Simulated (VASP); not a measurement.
# In8H (Pm) in VASP: single point with PBE

Aim: the single point of In8H with PBE.

All numbers are computed with VASP 6.6.1; they aren't measurements. Logs are shortened: lines on timing, memory, paths and dates and some standing lists are left out, and cuts for length are marked.

### Step 1. The cell of the first run

It takes space group Pm (No. 6, monoclinic). The conventional cell has a = 5.691 Å, b = 3.323 Å, c = 12.220 Å, α = 90.00°, β = 95.23°, γ = 90.00°. Within 2.6 Å of In (site symmetry m) lie 1 H at 1.95 Å. In (site symmetry m) has 10 In at 3.12 to 3.93 Å and 4 H at 3.64 to 3.66 Å within 4.1 Å. Within 4.3 Å of In (site symmetry m) lie 13 In at 3.28 to 4.17 Å. In (site symmetry m) has 13 In at 3.28 to 4.20 Å within 4.3 Å. In (site symmetry m) has 13 In at 3.28 to 4.19 Å within 4.3 Å. Within 4.3 Å of In (site symmetry m) lie 13 In at 3.28 to 4.17 Å. In (site symmetry m) has 1 H at 1.95 Å within 2.6 Å. Within 4.1 Å of In (site symmetry m) lie 10 In at 3.12 to 3.94 Å and 4 H at 3.64 to 3.65 Å.

### Step 2. Single point, PBE

INCAR reads:

```
  ALGO = Normal
  EDIFF = 1E-6
  ENCUT = 500
  GGA = PE
  GGA_COMPAT = F
  ISIF = 2
  ISMEAR = 0
  KPAR = 4
  LASPH = T
  LCHARG = F
  LREAL = F
  LWAVE = F
  NBANDS = 62
  NELM = 120
  PREC = Accurate
  SIGMA = 0.1
```

KPOINTS reads:

```
k-points
0
Gamma
  10 10 4
```

POSCAR reads:

```
In8H
1.0
    6.5844284636     -0.0357387306      0.2835671007
   -1.6615824402      2.8779452074      0.0000000000
    0.4384727072      0.2531523355     12.2094959443
In H
8 1
Direct
    0.1830359637      0.1830359637      0.0278341205
    0.6959777824      0.1959777824     -0.0037125688
    0.0329943110      0.5329943110      0.2631175605
    0.5471375988      0.5471375988      0.2314495422
   -0.1034753909     -0.1034753909      0.5041114233
    0.4107846323     -0.0892153677      0.4720752780
    0.2619668209      0.2619668209      0.7074158870
    0.7489117197      0.2489117197      0.7396362726
    0.2226665623      0.2226665623      0.8675962942
```

Potentials or basis: VASP PAW PBE potentials, release 64 (In_d, H).

Started as:

```
> cat potpaw_PBE.64/In_d/POTCAR potpaw_PBE.64/H/POTCAR > POTCAR
> mpirun -np 4 vasp_std > vasp.out
```

OUTCAR:

```text
EDIFF = 1E-6
   ENCUT = 500
   GGA = PE
   ISIF = 2
   ISMEAR = 0
   LASPH = T
   LREAL = F
   NELM = 120
   PREC = Accurate

 ion  position               nearest neighbor table
   1  0.183  0.183  0.028-   9 1.95   2 3.28   2 3.28   2 3.35   2 3.35   3 3.36   3 3.36   4 3.38
                             7 3.90
   2  0.696  0.196  0.996-   8 3.12   1 3.28   1 3.28   1 3.35   1 3.35   4 3.36   4 3.36   3 3.93

   3  0.033  0.533  0.263-   4 3.28   4 3.28   4 3.36   4 3.36   1 3.36   1 3.36   5 3.41   5 3.41
                             6 3.48   2 3.93
   4  0.547  0.547  0.231-   3 3.28   3 3.28   3 3.36   3 3.36   2 3.36   2 3.36   1 3.38   6 3.40
                             6 3.40
   5  0.897  0.897  0.504-   6 3.28   6 3.28   6 3.36   6 3.36   8 3.36   8 3.36   7 3.38   3 3.41
                             3 3.41
   6  0.411  0.911  0.472-   5 3.28   5 3.28   5 3.36   5 3.36   7 3.36   7 3.36   4 3.40   4 3.40
                             3 3.48   8 3.94
   7  0.262  0.262  0.707-   9 1.95   8 3.29   8 3.29   8 3.35   8 3.35   6 3.36   6 3.36   5 3.38
                             1 3.90
   8  0.749  0.249  0.740-   2 3.12   7 3.29   7 3.29   7 3.35   7 3.35   5 3.36   5 3.36   6 3.94

   9  0.223  0.223  0.868-   7 1.95   1 1.95

  LATTYP: Found a simple monoclinic cell.
 ALAT       =     5.6914814352
 B/A-ratio  =     0.5838839884
 C/A-ratio  =     2.1470665102
 COS(beta)  =    -0.0911613320

  Lattice vectors:

 A1 = (   4.9228460234,   2.8422064768,   0.2835671007)
 A2 = (   1.6615824402,  -2.8779452074,   0.0000000000)
 A3 = (  -0.4384727072,  -0.2531523355, -12.2094959443)

Analysis of symmetry for initial positions (statically):
=====================================================================
 Subroutine PRICEL returns:
 Original cell was already a primitive cell.

 Routine SETGRP: Setting up the symmetry group for a
 simple monoclinic supercell.

 Subroutine GETGRP returns: Found  2 space group operations
 (whereof  2 operations were pure point group operations)
 out of a pool of  4 trial point group operations.

The static configuration has the point symmetry C_1h.

Analysis of symmetry for dynamics (positions and initial velocities):
=====================================================================
 Subroutine PRICEL returns:
 Original cell was already a primitive cell.

 Routine SETGRP: Setting up the symmetry group for a
 simple monoclinic supercell.

 Subroutine GETGRP returns: Found  2 space group operations
 (whereof  2 operations were pure point group operations)
 out of a pool of  4 trial point group operations.

The dynamic configuration has the point symmetry C_1h.

 Subroutine INISYM returns: Found  2 space group operations
 (whereof  2 operations are pure point group operations),
 and found     1 'primitive' translations

----------------------------------------------------------------------------------------

                                     Primitive cell

  volume of cell :     230.1632

  direct lattice vectors                    reciprocal lattice vectors
     6.584428464 -0.035738731  0.283567101     0.152666708  0.088142165 -0.007310177
    -1.661582440  2.877945207  0.000000000     0.002207727  0.348744763 -0.007310177
     0.438472707  0.253152335 12.209495944    -0.003545704 -0.002047113  0.082073243

  length of vectors
     6.590628631  3.323164880 12.219989183     0.176435834  0.348828357  0.082175300

  position of ions in fractional coordinates (direct lattice)
     0.183035964  0.183035964  0.027834121
     0.695977782  0.195977782  0.996287431
     0.032994311  0.532994311  0.263117560
     0.547137599  0.547137599  0.231449542
     0.896524609  0.896524609  0.504111423
     0.410784632  0.910784632  0.472075278
     0.261966821  0.261966821  0.707415887
     0.748911720  0.248911720  0.739636273
     0.222666562  0.222666562  0.867596294

  ion indices of the primitive-cell ions
   primitive index   ion index
                 1           1
                 2           2
                 3           3
                 4           4
                 5           5
                 6           6
                 7           7
                 8           8
                 9           9

----------------------------------------------------------------------------------------

 KPOINTS: k-points

Automatic generation of k-mesh.
 Grid dimensions read from file:
 generate k-points for:   10   10    4

 Generating k-lattice:

  Cartesian coordinates                     Fractional coordinates (reciprocal lattice)
     0.015266671  0.008814216 -0.000731018     0.100000000 -0.000000000  0.000000000
     0.000220773  0.034874476 -0.000731018    -0.000000000  0.100000000  0.000000000
    -0.000886426 -0.000511778  0.020518311     0.000000000  0.000000000  0.250000000

  Length of vectors
     0.017643583  0.034882836  0.020543825

  Shift w.r.t. Gamma in fractional coordinates (k-lattice)
     0.000000000  0.000000000  0.000000000

 Subroutine IBZKPT returns following result:
 ===========================================

 Found    132 irreducible k-points:

 Following reciprocal coordinates:
            Coordinates               Weight
  0.000000  0.000000  0.000000      1.000000
  0.100000  0.000000  0.000000      2.000000
  0.200000  0.000000  0.000000      2.000000
  0.300000  0.000000  0.000000      2.000000
  0.400000  0.000000  0.000000      2.000000
  0.500000  0.000000 -0.000000      1.000000
[... 16 lines left out ...]
 -0.400000  0.300000 -0.000000      4.000000
 -0.300000  0.300000 -0.000000      2.000000
 [... further k-points ...]
   k-points           NKPTS =    132   k-points in BZ     NKDIM =    132   number of bands    NBANDS=     62
   number of dos      NEDOS =    301   number of ions     NIONS =      9
   total plane-waves  NPLWV = 103680
   dimension x,y,z NGX =    48 NGY =   24 NGZ =   90
   dimension x,y,z NGXF=    96 NGYF=   48 NGZF=  180
   ions per type =               8   1
   NGX,Y,Z   is equivalent  to a cutoff of  12.11, 12.01, 12.24 a.u.
   NGXF,Y,Z  is equivalent  to a cutoff of  24.22, 24.01, 24.49 a.u.
 SYSTEM =  unknown system
   PREC   = accura    normal or accurate (medium, high low for compatibility)
   ISTART =      0    job   : 0-new  1-cont  2-samecut
   ICHARG =      2    charge: 1-file 2-atom 10-const
   ISPIN  =      1    spin polarized calculation?
   LNONCOLLINEAR =      F non collinear calculations
   LSORBIT =      F    spin-orbit coupling
   LASPH  =      T    aspherical Exc in radial PAW
   ENCUT  =  500.0 eV  36.75 Ry    6.06 a.u.  12.02  6.06 22.28*2*pi/ulx,y,z
   NELM   =    120;   NELMIN=  2; NELMDL= -5     # of ELM steps
   EDIFF  = 0.1E-05   stopping-criterion for ELM
   LREAL  =      F    real-space projection
   EDIFFG = 0.1E-04   stopping-criterion for IOM
   NSW    =      0    number of steps for IOM
   IBRION =     -1    ionic relax: 0-MD 1-quasi-New 2-CG
   NFREE  =      0    steps in history (QN), initial steepest desc. (CG)
   ISIF   =      2    stress and relaxation
   ISYM   =      2    0-nonsym 1-usesym 2-fastsym
   POTIM  = 0.5000    time-step for ionic-motion
   TEBEG  =    0.0;   TEEND  =   0.0 temperature during run
   PSTRESS=    0.0 pullay stress
   NELECT =     105.0000    total number of electrons
   NUPDOWN=      -1.0000    fix difference up-down
   EMIN   =  10.00;   EMAX   =-10.00  energy-range for DOS
   EFERMI =   0.00;   METHOD = LEGACY
   ISMEAR =     0;   SIGMA  =   0.10  broadening in eV -4-tet -1-fermi 0-gaus
   EFERMI_NEDOS =   21; number of points for ismear=-14 and -15
   IALGO  =     38    algorithm
   IMIX   =      4    mixing-type and parameters
     AMIX     =   0.40;   BMIX     =  1.00
     AMIX_MAG =   1.60;   BMIX_MAG =  1.00
  volume/ion in A,a.u.               =      25.57       172.58
  Fermi-wavevector in a.u.,A,eV,Ry     =   1.260258  2.381541 21.609439  1.588249
  Thomas-Fermi vector in A             =   2.393776
   LORBIT       =      0    0 simple, 1 ext, 2 COOP (PROOUT), +10 PAW based schemes
   GGA     = PE    functional components
   LHFCALC =     F    Hartree Fock is set to
   AEXX    =    0.0000 exact exchange contribution
   IVDW    =     0    specifies the selected vdW correction
   LEPSILON=     F    determine dielectric tensor
   LRPA    =     F    only Hartree local field effects (RPA)
 non-spin polarized calculation
 Gauss-broadening in eV      SIGMA  =   0.10
  energy-cutoff  :      500.00
  volume of cell :      230.16
 maximum number of plane-waves:      5882
   NGX = 25   NGY = 13   NGZ = 45

 number of electron     105.0000001 magnetization

 Free energy of the ion-electron system (eV)
  ---------------------------------------------------
  ext. energy  EPLUGINS =         0.00000000
  ---------------------------------------------------
  free energy    TOTEN  =       -23.15182623 eV

  energy without entropy =      -23.13615253  energy(sigma->0) =      -23.14398938

 E-fermi :   6.5100     XC(G=0):  -9.8369

 val. band max:        6.5087267896   @ k =   0.2000   0.2000   0.5000
 cond. band min:       6.5124671403   @ k =   0.5000   0.5000   0.2500
 fundamental gap:      0.0037403507
 Fermi energy:         6.5100437860

 k-point     1 :       0.0000    0.0000    0.0000
  band No.  band energies     occupation
      1      -8.2542      2.00000
      2      -8.2086      2.00000
      3      -8.2033      2.00000
      4      -8.1735      2.00000
      5      -8.1400      2.00000
      6      -8.1368      2.00000
[... 54 lines left out ...]
     61      12.3168      0.00000
     62      12.5796      0.00000

 k-point     2 :       0.1000    0.0000    0.0000
  band No.  band energies     occupation
      1      -8.2507      2.00000
      2      -8.2071      2.00000
      3      -8.2002      2.00000
      4      -8.1710      2.00000
      5      -8.1398      2.00000
      6      -8.1346      2.00000
[... 1419 lines left out ...]
     61       9.0606      0.00000
     62       9.5105      0.00000

 k-point    24 :      -0.3000    0.3000   -0.0000
  band No.  band energies     occupation
      1      -8.1661      2.00000
      2      -8.1455      2.00000
      3      -8.1225      2.00000
      4      -8.1191      2.00000
      5      -8.1167      2.00000
      6      -8.0955      2.00000
[... 54 lines left out ...]
     61       9.4975      0.00000
     62       9.5467      0.00000

 [... further k-points ...]

------------------------ aborting loop because EDIFF is reached ----------------------------------------

  FORCE on cell =-STRESS in cart. coord.  units (eV):
  Direction    XX          YY          ZZ          XY          YZ          ZX
  --------------------------------------------------------------------------------------
  -------------------------------------------------------------------------------------
  Total       -0.0145612     -0.0798528     -0.2077132      0.0565442     -0.0039110     -0.0067744
  in kB       -0.1013612     -0.5558592     -1.4459016      0.3936068     -0.0272250     -0.0471571
  external PRESSURE =      -0.7010406 kB  Pullay stress =       0.0000000 kB

 VOLUME and BASIS-vectors are now :
 -----------------------------------------------------------------------------
  energy-cutoff  :      500.00
  volume of cell :      230.16
      direct lattice vectors                 reciprocal lattice vectors
     6.584428464 -0.035738731  0.283567101     0.152666708  0.088142165 -0.007310177
    -1.661582440  2.877945207  0.000000000     0.002207727  0.348744763 -0.007310177
     0.438472707  0.253152335 12.209495944    -0.003545704 -0.002047113  0.082073243

 POSITION                                       TOTAL-FORCE (eV/Angst)
 -----------------------------------------------------------------------------------
      0.91326      0.52727      0.39174        -0.002702     -0.001560      0.004121
      4.69383      0.79135     12.36152        -0.004882     -0.002819     -0.002917
     -0.55300      1.59936      3.22189         0.005059      0.002921     -0.000142
      2.79496      1.61367      2.98103        -0.001979     -0.001143     -0.000257
      4.63449      2.67573      6.40917         0.003140      0.001813     -0.000578
      1.39843      2.72601      5.88029        -0.006533     -0.003772      0.003365
      1.59980      0.92365      8.71148         0.002675      0.001544     -0.008158
      4.84188      0.87683      9.24295         0.005915      0.003415      0.000220
      1.47657      0.85250     10.65605        -0.000694     -0.000400      0.004346
 -----------------------------------------------------------------------------------
    total drift:                                0.000031      0.000019      0.000427

  FREE ENERGIE OF THE ION-ELECTRON SYSTEM (eV)
  ---------------------------------------------------
  free  energy   TOTEN  =       -23.1518262266 eV

  energy  without entropy=      -23.1361525347  energy(sigma->0) =      -23.14398938
```

It took 6.5 min on 4 MPI ranks of Intel Xeon Platinum 8488C (Sapphire Rapids), shared host; peak memory 1.1 GiB.

What came out:

* Free energy: -23.1518 eV
* Pressure: -0.1 GPa
* Largest force: 0.009 eV/Å
* Band gap on the k mesh: zero (an odd number of electrons rules out a gap without spin polarisation)

Forces in eV/Å, atoms in the order of the input:
```
In  -0.003 -0.002  0.004
In  -0.005 -0.003 -0.003
In   0.005  0.003  0.000
In  -0.002 -0.001  0.000
In   0.003  0.002 -0.001
In  -0.007 -0.004  0.003
In   0.003  0.002 -0.008
In   0.006  0.003  0.000
H   -0.001  0.000  0.004
```

Caveat: spin-orbit coupling is left out, which moves the levels of the heavy elements.
